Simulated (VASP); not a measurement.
# WSe2 (I4_1/amd) in VASP: settings compared

The runs below take WSe2 through single point, with PBE, r2SCAN.

Everything below comes from runs of VASP 6.6.1. Logs are shortened: lines on timing, memory, paths and dates and some standing lists are left out, and cuts for length are marked.

## (1) The cell of the first run

It takes space group I4_1/amd (No. 141, tetragonal). Conventional cell: a = 5.003 Å, b = 5.003 Å, c = 11.753 Å, α = 90.00°, β = 90.00°, γ = 90.00°. W (site symmetry -4m2) has 6 Se at 2.53 to 2.54 Å within 3.3 Å. Within 3.3 Å of Se (site symmetry 2mm) lie 3 W at 2.53 to 2.54 Å and 2 Se at 3.28 Å.

## (2) Single point, PBE

INCAR reads:

```
PREC     = Accurate       # precision mode
ENCUT    = 520            # plane-wave cutoff, eV
EDIFF    = 1E-6           # SCF threshold, eV
ISMEAR   = -1             # smearing method
SIGMA    = 0.02           # smearing width, eV
LREAL    = False          # projectors in reciprocal space
LASPH    = True           # aspherical terms in the spheres
NELM     = 100            # most SCF steps
ALGO     = Normal         # electronic algorithm
ISIF     = 2              # what is computed and relaxed
LWAVE    = False          # write WAVECAR
LCHARG   = False          # write CHGCAR
GGA      = PE             # functional
NBANDS   = 35             # bands
```

KPOINTS reads:

```
Automatic mesh
0
Gamma
  6 6 6
```

POSCAR reads:

```
WSe2
1.0
   -2.5017498221      2.5017498221      5.8765819035
    2.5017498221     -2.5017498221      5.8765819035
    2.5017498221      2.5017498221     -5.8765819035
W Se
2 4
Direct
    0.7500000000      0.2500000000      0.5000000000
    0.0000000000      0.0000000000      0.0000000000
    0.5349595455      0.0349595455      0.5000000000
    0.7849595455      0.7849595455      0.0000000000
    0.2150404545      0.2150404545      0.0000000000
    0.9650404545      0.4650404545      0.5000000000
```

Potentials or basis: VASP PAW PBE potentials, release 64 (W_sv, Se).

Run with:

```
$ cat potpaw_PBE.64/W_sv/POTCAR potpaw_PBE.64/Se/POTCAR > POTCAR
$ mpirun -np 1 vasp_std > vasp.out
```

OUTCAR:

```text
PREC = Accurate
   ENCUT = 520
   EDIFF = 1E-6
   ISMEAR = -1
   LREAL = False
   LASPH = True
   NELM = 100
   ISIF = 2
   GGA = PE

 ion  position               nearest neighbor table
   1  0.750  0.250  0.500-   3 2.53   6 2.53   5 2.54   4 2.54   4 2.54   5 2.54
   2  0.000  0.000  0.000-   4 2.53   5 2.53   3 2.54   6 2.54   3 2.54   6 2.54
   3  0.535  0.035  0.500-   1 2.53   2 2.54   2 2.54
   4  0.785  0.785  0.000-   2 2.53   1 2.54   1 2.54
   5  0.215  0.215  0.000-   2 2.53   1 2.54   1 2.54
   6  0.965  0.465  0.500-   1 2.53   2 2.54   2 2.54

  LATTYP: Found a body centered tetragonal cell.
 ALAT       =     5.0034996442
 C/A-ratio  =     2.3489886365

  Lattice vectors:

 A1 = (  -2.5017498221,   2.5017498221,   5.8765819035)
 A2 = (   2.5017498221,  -2.5017498221,   5.8765819035)
 A3 = (   2.5017498221,   2.5017498221,  -5.8765819035)

Analysis of symmetry for initial positions (statically):
=====================================================================
 Subroutine PRICEL returns:
 Original cell was already a primitive cell.

 Routine SETGRP: Setting up the symmetry group for a
 body centered tetragonal supercell.

 Subroutine GETGRP returns: Found 16 space group operations
 (whereof  8 operations were pure point group operations)
 out of a pool of 16 trial point group operations.

The static configuration has the point symmetry D_2d.
 The point group associated with its full space group is D_4h.

Analysis of symmetry for dynamics (positions and initial velocities):
=====================================================================
 Subroutine PRICEL returns:
 Original cell was already a primitive cell.

 Routine SETGRP: Setting up the symmetry group for a
 body centered tetragonal supercell.

 Subroutine GETGRP returns: Found 16 space group operations
 (whereof  8 operations were pure point group operations)
 out of a pool of 16 trial point group operations.

The dynamic configuration has the point symmetry D_2d.
 The point group associated with its full space group is D_4h.

 Subroutine INISYM returns: Found 16 space group operations
 (whereof  8 operations are pure point group operations),
 and found     1 'primitive' translations

----------------------------------------------------------------------------------------

                                     Primitive cell

  volume of cell :     147.1203

  direct lattice vectors                    reciprocal lattice vectors
    -2.501749822  2.501749822  5.876581903     0.000000000  0.199860112  0.085083473
     2.501749822 -2.501749822  5.876581903     0.199860112  0.000000000  0.085083473
     2.501749822  2.501749822 -5.876581903     0.199860112  0.199860112  0.000000000

  length of vectors
     6.859425575  6.859425575  6.859425575     0.217217085  0.217217085  0.282644881

  position of ions in fractional coordinates (direct lattice)
     0.750000000  0.250000000  0.500000000
     0.000000000  0.000000000  0.000000000
     0.534959546  0.034959546  0.500000000
     0.784959546  0.784959546  0.000000000
     0.215040454  0.215040454  0.000000000
     0.965040454  0.465040454  0.500000000

  ion indices of the primitive-cell ions
   primitive index   ion index
                 1           1
                 2           2
                 3           3
                 4           4
                 5           5
                 6           6

----------------------------------------------------------------------------------------

 KPOINTS: Automatic mesh

Automatic generation of k-mesh.
 Grid dimensions read from file:
 generate k-points for:    6    6    6

 Generating k-lattice:

  Cartesian coordinates                     Fractional coordinates (reciprocal lattice)
     0.000000000  0.033310019  0.014180579     0.166666667  0.000000000  0.000000000
     0.033310019  0.000000000  0.014180579     0.000000000  0.166666667  0.000000000
     0.033310019  0.033310019  0.000000000     0.000000000  0.000000000  0.166666667

  Length of vectors
     0.036202847  0.036202847  0.047107480

  Shift w.r.t. Gamma in fractional coordinates (k-lattice)
     0.000000000  0.000000000  0.000000000

 Subroutine IBZKPT returns following result:
 ===========================================

 Found     30 irreducible k-points:

 Following reciprocal coordinates:
            Coordinates               Weight
  0.000000  0.000000  0.000000      1.000000
  0.166667  0.000000 -0.000000      8.000000
  0.333333  0.000000 -0.000000      8.000000
  0.500000  0.000000 -0.000000      4.000000
  0.166667  0.166667 -0.000000      8.000000
  0.333333  0.166667 -0.000000     16.000000
[... 16 lines left out ...]
 -0.333333 -0.333333  0.166667      8.000000
 -0.166667 -0.333333  0.166667      8.000000
 [... further k-points ...]
   k-points           NKPTS =     30   k-points in BZ     NKDIM =     30   number of bands    NBANDS=     35
   number of dos      NEDOS =    301   number of ions     NIONS =      6
   total plane-waves  NPLWV = 157464
   dimension x,y,z NGX =    54 NGY =   54 NGZ =   54
   dimension x,y,z NGXF=   108 NGYF=  108 NGZF=  108
   ions per type =               2   4
   NGX,Y,Z   is equivalent  to a cutoff of  13.09, 13.09, 13.09 a.u.
   NGXF,Y,Z  is equivalent  to a cutoff of  26.18, 26.18, 26.18 a.u.
 SYSTEM =  unknown system
   PREC   = accura    normal or accurate (medium, high low for compatibility)
   ISTART =      0    job   : 0-new  1-cont  2-samecut
   ICHARG =      2    charge: 1-file 2-atom 10-const
   ISPIN  =      1    spin polarized calculation?
   LNONCOLLINEAR =      F non collinear calculations
   LSORBIT =      F    spin-orbit coupling
   LASPH  =      T    aspherical Exc in radial PAW
   ENCUT  =  520.0 eV  38.22 Ry    6.18 a.u.  12.75 12.75 12.75*2*pi/ulx,y,z
   NELM   =    100;   NELMIN=  2; NELMDL= -5     # of ELM steps
   EDIFF  = 0.1E-05   stopping-criterion for ELM
   LREAL  =      F    real-space projection
   EDIFFG = 0.1E-04   stopping-criterion for IOM
   NSW    =      0    number of steps for IOM
   IBRION =     -1    ionic relax: 0-MD 1-quasi-New 2-CG
   NFREE  =      0    steps in history (QN), initial steepest desc. (CG)
   ISIF   =      2    stress and relaxation
   ISYM   =      2    0-nonsym 1-usesym 2-fastsym
   POTIM  = 0.5000    time-step for ionic-motion
   TEBEG  =    0.0;   TEEND  =   0.0 temperature during run
   PSTRESS=    0.0 pullay stress
   NELECT =      52.0000    total number of electrons
   NUPDOWN=      -1.0000    fix difference up-down
   EMIN   =  10.00;   EMAX   =-10.00  energy-range for DOS
   EFERMI =   0.00;   METHOD = LEGACY
   ISMEAR =    -1;   SIGMA  =   0.02  broadening in eV -4-tet -1-fermi 0-gaus
   EFERMI_NEDOS =   21; number of points for ismear=-14 and -15
   IALGO  =     38    algorithm
   IMIX   =      4    mixing-type and parameters
     AMIX     =   0.40;   BMIX     =  1.00
     AMIX_MAG =   1.60;   BMIX_MAG =  1.00
  volume/ion in A,a.u.               =      24.52       165.47
  Fermi-wavevector in a.u.,A,eV,Ry     =   1.157493  2.187345 18.228955  1.339790
  Thomas-Fermi vector in A             =   2.294104
   LORBIT       =      0    0 simple, 1 ext, 2 COOP (PROOUT), +10 PAW based schemes
   GGA     = PE    functional components
[... 5 lines left out ...]
 non-spin polarized calculation
  energy-cutoff  :      520.00
  volume of cell :      147.12
 maximum number of plane-waves:      3981
 NGX is ok and might be reduce to    54
   NGX = 25   NGY = 25   NGZ = 25

 number of electron      51.9999997 magnetization

 Free energy of the ion-electron system (eV)
  ---------------------------------------------------
  ext. energy  EPLUGINS =         0.00000000
  ---------------------------------------------------
  free energy    TOTEN  =       -39.20506929 eV

  energy without entropy =      -39.19961959  energy(sigma->0) =      -39.20234444

 E-fermi :   4.4819     XC(G=0):  -9.6450

 val. band max:        4.4401025204   @ k =  -0.1667   0.5000   0.1667
 cond. band min:       4.4852267562   @ k =  -0.3333   0.3333   0.3333
 fundamental gap:      0.0451242358
 Fermi energy:         4.4819451509

 k-point     1 :       0.0000    0.0000    0.0000
  band No.  band energies     occupation
      1     -70.0879      2.00000
      2     -70.0868      2.00000
      3     -34.3243      2.00000
      4     -34.3140      2.00000
      5     -34.3140      2.00000
      6     -34.3048      2.00000
[... 27 lines left out ...]
     34       6.4252      0.00000
     35       8.5120      0.00000

 k-point     2 :       0.1667    0.0000   -0.0000
  band No.  band energies     occupation
      1     -70.0878      2.00000
      2     -70.0869      2.00000
      3     -34.3239      2.00000
      4     -34.3149      2.00000
      5     -34.3142      2.00000
      6     -34.3045      2.00000
[... 27 lines left out ...]
     34       7.5179      0.00000
     35       9.3469      0.00000

 k-point     3 :       0.3333    0.0000   -0.0000
  band No.  band energies     occupation
      1     -70.0877      2.00000
      2     -70.0870      2.00000
      3     -34.3233      2.00000
      4     -34.3164      2.00000
      5     -34.3147      2.00000
      6     -34.3039      2.00000
[... 27 lines left out ...]
     34       8.7211      0.00000
     35       9.7554      0.00000

 k-point     4 :       0.5000    0.0000   -0.0000
  band No.  band energies     occupation
      1     -70.0876      2.00000
      2     -70.0871      2.00000
      3     -34.3231      2.00000
      4     -34.3171      2.00000
      5     -34.3148      2.00000
      6     -34.3036      2.00000
[... 27 lines left out ...]
     34       8.6188      0.00000
     35      10.2176      0.00000

 k-point     5 :       0.1667    0.1667   -0.0000
  band No.  band energies     occupation
      1     -70.0877      2.00000
      2     -70.0870      2.00000
      3     -34.3228      2.00000
      4     -34.3164      2.00000
      5     -34.3140      2.00000
      6     -34.3053      2.00000
[... 638 lines left out ...]
 k-point    22 :      -0.1667    0.5000    0.1667
  band No.  band energies     occupation
      1     -70.0876      2.00000
      2     -70.0871      2.00000
      3     -34.3217      2.00000
      4     -34.3156      2.00000
      5     -34.3151      2.00000
      6     -34.3034      2.00000
[... 27 lines left out ...]
     34       8.5729      0.00000
     35      10.1196      0.00000

 k-point    23 :      -0.3333   -0.3333    0.1667
  band No.  band energies     occupation
      1     -70.0876      2.00000
      2     -70.0871      2.00000
      3     -34.3193      2.00000
      4     -34.3175      2.00000
      5     -34.3132      2.00000
      6     -34.3052      2.00000
[... 27 lines left out ...]
     34       7.8821      0.00000
     35       9.0895      0.00000

 k-point    24 :      -0.1667   -0.3333    0.1667
  band No.  band energies     occupation
      1     -70.0877      2.00000
      2     -70.0870      2.00000
      3     -34.3203      2.00000
      4     -34.3154      2.00000
      5     -34.3150      2.00000
      6     -34.3037      2.00000
[... 27 lines left out ...]
     34       7.7276      0.00000
     35       9.1193      0.00000

 [... further k-points ...]

------------------------ aborting loop because EDIFF is reached ----------------------------------------

  FORCE on cell =-STRESS in cart. coord.  units (eV):
  Direction    XX          YY          ZZ          XY          YZ          ZX
  --------------------------------------------------------------------------------------
  -------------------------------------------------------------------------------------
  Total        0.1463537      0.1463537      0.1768937      0.0000000      0.0000000     -0.0000000
  in kB        1.5938287      1.5938287      1.9264176      0.0000000      0.0000000     -0.0000000
  external PRESSURE =       1.7046917 kB  Pullay stress =       0.0000000 kB

 VOLUME and BASIS-vectors are now :
 -----------------------------------------------------------------------------
  energy-cutoff  :      520.00
  volume of cell :      147.12
      direct lattice vectors                 reciprocal lattice vectors
    -2.501749822  2.501749822  5.876581903     0.000000000  0.199860112  0.085083473
     2.501749822 -2.501749822  5.876581903     0.199860112  0.000000000  0.085083473
     2.501749822  2.501749822 -5.876581903     0.199860112  0.199860112  0.000000000

 POSITION                                       TOTAL-FORCE (eV/Angst)
 -----------------------------------------------------------------------------------
      0.00000      2.50175      2.93829         0.000000      0.000000     -0.000000
      0.00000      0.00000      0.00000         0.000000      0.000000     -0.000000
      0.00000      2.50175      0.41089        -0.000000      0.000000     -0.011453
      0.00000      0.00000      9.22576         0.000000     -0.000000     -0.011453
      0.00000      0.00000      2.52741         0.000000     -0.000000      0.011453
     -0.00000      2.50175      5.46570        -0.000000      0.000000      0.011453
 -----------------------------------------------------------------------------------
    total drift:                               -0.000000      0.000000      0.000000

  FREE ENERGIE OF THE ION-ELECTRON SYSTEM (eV)
  ---------------------------------------------------
  free  energy   TOTEN  =       -39.2050692867 eV

  energy  without entropy=      -39.1996195944  energy(sigma->0) =      -39.20234444
```

Wall time 5 min (1 thread of Intel Xeon Platinum 8375C at 2.90GHz (Ice Lake), shared host); peak memory 0.42 GiB.

Results:

* Free energy: -39.2051 eV
* Pressure: 0.2 GPa
* Largest force: 0.011 eV/Å
* Band gap on the k mesh: zero (bands 26 and 27 overlap by 0.66 eV)

Forces on the atoms (eV/Å):
```
W    0.000  0.000  0.000
W    0.000  0.000  0.000
Se   0.000  0.000 -0.011
Se   0.000  0.000 -0.011
Se   0.000  0.000  0.011
Se   0.000  0.000  0.011
```

Levels at points of the mesh, in eV from the Fermi level:
```csv
k point,band 23,band 24,band 25,band 26,band 27,band 28,band 29,band 30
"(0.00, 0.00, 0.00)",-1.45,-1.42,-1.41,-0.63,0.14,0.14,1.03,1.03
"(0.50, 0.00, 0.00)",-2.05,-1.58,-0.32,-0.23,0.32,0.35,1.59,1.60
"(0.50, 0.50, 0.00)",-0.85,-0.85,-0.25,-0.25,1.13,1.13,1.72,1.72
"(0.50, 0.50, 0.50)",-1.11,-1.11,-1.05,-1.05,0.34,0.34,1.26,1.26
```

Caveat: spin-orbit coupling is left out, which moves the levels of the heavy elements.

## (3) Single point, r2SCAN

This run uses another cell than the first one, of 22.93 Å³/atom.

POSCAR reads:

```
WSe2
1.0
   -2.5028182114      2.5028182114      5.4901347448
    2.5028182114     -2.5028182114      5.4901347448
    2.5028182114      2.5028182114     -5.4901347448
W Se
2 4
Direct
    0.7500000000      0.2500000000      0.5000000000
    0.0000000000      0.0000000000      0.0000000000
    0.5198162499      0.0198162499      0.5000000000
    0.7698162499      0.7698162499      0.0000000000
    0.2301837501      0.2301837501      0.0000000000
    0.9801837501      0.4801837501      0.5000000000
```

INCAR.step1 reads:

```
SYSTEM = WSe2
  PREC = Accurate
  ENCUT = 520
  ISMEAR = -1
  SIGMA = 0.02
  LREAL = .False.
  LASPH = .True.
  NELM = 100
  NBANDS = 35
  GGA = PE
  ALGO = Normal
  EDIFF = 1E-4
  LWAVE = .True.
  LCHARG = .False.
```

INCAR.step2 reads:

```
SYSTEM = WSe2
  PREC = Accurate
  ENCUT = 520
  EDIFF = 1E-7
  ISMEAR = -1
  SIGMA = 0.02
  LREAL = .False.
  LASPH = .True.
  NELM = 100
  ALGO = Normal
  ISIF = 2
  LWAVE = .False.
  LCHARG = .True.
  METAGGA = R2SCAN
  LMIXTAU = .True.
  LELF = .True.
  LVHAR = .True.
  NBANDS = 35
  ISTART = 1
```

KPOINTS reads:

```
regular mesh
0
Gamma
  6 6 6
  0 0 0
```

Potentials or basis: VASP PAW PBE potentials, release 64 (W_sv, Se).

Run with:

```
$ cat potpaw_PBE.64/W_sv/POTCAR potpaw_PBE.64/Se/POTCAR > POTCAR
$ cp INCAR.step1 INCAR
$ mpirun -np 1 vasp_std > vasp.out
$ cp INCAR.step2 INCAR
$ mpirun -np 1 vasp_std > vasp.out
```

Run time: 13 min. Hardware: 1 thread of Intel Xeon Platinum 8375C at 2.90GHz (Ice Lake), shared host; peak memory 0.45 GiB.

Results (log left out):

```yaml
Free_energy: -159.4562 eV
Pressure: 0.1 GPa
Largest_force: 0.006 eV/Å
Band_gap_on_the_k_mesh: zero (bands 26 and 27 overlap by 0.98 eV)
```

Forces in eV/Å, atoms in the order of the input:
```
W    0.000  0.000  0.000
W    0.000  0.000  0.000
Se   0.000  0.000 -0.006
Se   0.000  0.000 -0.006
Se   0.000  0.000  0.006
Se   0.000  0.000  0.006
```

Levels at points of the mesh, in eV from the Fermi level:
```
           k point  band 22  band 23  band 24  band 25  band 26  band 27  band 28  band 29  band 30  band 31
(0.00, 0.00, 0.00)    -1.80    -1.30    -1.30    -1.21    -0.80    -0.40    -0.40     0.65     0.65     0.66
(0.50, 0.00, 0.00)    -2.62    -2.26    -1.66    -0.71    -0.21     0.44     0.48     1.35     1.49     1.63
(0.50, 0.50, 0.00)    -4.06    -0.75    -0.75    -0.04    -0.04     1.37     1.37     1.62     1.62     4.54
(0.50, 0.50, 0.50)    -2.70    -1.73    -1.73    -1.34    -1.34     0.44     0.44     0.66     0.66     0.87
```

Caveat: the PAW data sets were made with another functional, which shifts forces and pressure a little; spin-orbit coupling is left out, which moves the levels of the heavy elements.
